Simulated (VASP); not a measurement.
A run of VASP 6.6.1:

The input INCAR:

```
  PREC = Accurate
  ENCUT = 520
  EDIFF = 1E-6
  ISMEAR = 0
  SIGMA = 0.05
  LREAL = F
  LASPH = T
  NELM = 80
  ALGO = Normal
  ISIF = 2
  LWAVE = F
  LCHARG = F
  GGA = PE
  NBANDS = 15
```

File KPOINTS:

```
Automatic mesh
0
Gamma
  6 6 6
```

Contents of POSCAR:

```
KI
1.0
    0.0000000000      3.6350372992      3.5873258652
    3.6350372992      0.0000000000      3.5873258652
    3.6350372992      3.6350372992      0.0000000000
K I
1 1
Direct
   -0.0533545062     -0.0533545062      0.0533545062
    0.5164381167      0.5164381167      0.4835618833
```

Potentials or basis: VASP PAW PBE potentials, release 64 (K_sv, I).

Command:

```bash
$ cat potpaw_PBE.64/K_sv/POTCAR potpaw_PBE.64/I/POTCAR > POTCAR
$ mpirun -np 1 vasp_std > vasp.out
```

Hardware: 1 thread of Intel(R) Xeon(R) Platinum 8259CL CPU @ 2.50GHz (Skylake/Cascade Lake) (shared host).

Problem. How long does it take, and how much memory?

Solution. Run time: 38 s on 1 thread of Intel(R) Xeon(R) Platinum 8259CL CPU @ 2.50GHz (Skylake/Cascade Lake) (shared host), peak memory 0.26 GiB. Counts: scf iterations 12, k points 30.
